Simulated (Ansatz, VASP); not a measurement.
This is a calculation of Te for Ansatz 0.2.0.

The input input.yaml:

```yaml
crystal:
  lattice:
    - [4.454, 0.0, 0.0]
    - [-2.227, 3.8572771485, 0.0]
    - [0.0, 0.0, 5.924]
  atoms:
    - { symbol: Te, position: [0.731, 0.731, 0.0] }
    - { symbol: Te, position: [0.0, 0.269, 0.6666666667] }
    - { symbol: Te, position: [0.269, 0.0, 0.3333333333] }
hamiltonian:
  xc: pbe
  pseudopotentials: { kind: paw }
kpoints:
  mp_grid: { grid: [7, 7, 5] }
scf:
  occupations: { method: gaussian, width: 0.012 }
output:
  forces: true
  stress: true
  eigenvalues: true
```

Potentials or basis: Ansatz PAW.

Command:

```bash
$ ansatz run input.yaml --threads 2 --pin off --max-ram 5632MiB --backend cpu --events-out ev --progress --plain --runs-dir out
```

Q: Translate it to VASP 6.6.1. Potentials there: VASP PAW PBE potentials, release 64 (Te).

A: As run (the cutoff follows the program's own potentials):

INCAR

```
SYSTEM = Te
ALGO = Normal
EDIFF = 1E-6
ENCUT = 520
GGA = PE
ISIF = 2
ISMEAR = 0
LASPH = .TRUE.
LCHARG = .FALSE.
LREAL = .FALSE.
LWAVE = .FALSE.
NBANDS = 16
NELM = 60
PREC = Accurate
SIGMA = 0.012
```

KPOINTS

```
k-points
0
G
  7 7 5
  0 0 0
```

The input POSCAR:

```
Te
1.0
    4.4540000000      0.0000000000      0.0000000000
   -2.2270000000      3.8572771485      0.0000000000
    0.0000000000      0.0000000000      5.9240000000
Te
3
Direct
    0.7310000000      0.7310000000      0.0000000000
    0.0000000000      0.2690000000      0.6666666667
    0.2690000000      0.0000000000      0.3333333333
```

Potentials or basis: VASP PAW PBE potentials, release 64 (Te).

Command:

```bash
$ cat potpaw_PBE.64/Te/POTCAR > POTCAR
$ mpirun -np 1 vasp_std > vasp.out
```

Both were run:

|  | VASP | Ansatz | Ansatz less VASP |
| --- | --- | --- | --- |
| gap on the k mesh at the Fermi level (eV) | 0.63 | 0.63 | +0.004 |
| least direct gap on the mesh (eV) | 0.78 | 0.80 | +0.011 |
| pressure (GPa) | 1.5 | 1.4 | -0.01 |
| traceless stress, the component that is largest in VASP (GPa) | 0.28 | 0.27 | -0.017 |
| rms of the force components (eV/Å) | 0.092 | 0.085 | -0.0069 |

Atom by atom the forces differ by 0.007 eV/Å (rms over components). With one functional, cell and mesh, what is left measures potentials, basis and numerics. VASP's potentials hold 18 valence electrons a cell and Ansatz's 48, so a difference there can come from the potentials and not from the codes.

Spin-orbit coupling is off throughout. Noted on Ansatz's run: odd divisions of the mesh miss points on the zone boundary, where band edges often lie, so the gap on the mesh can be too wide.
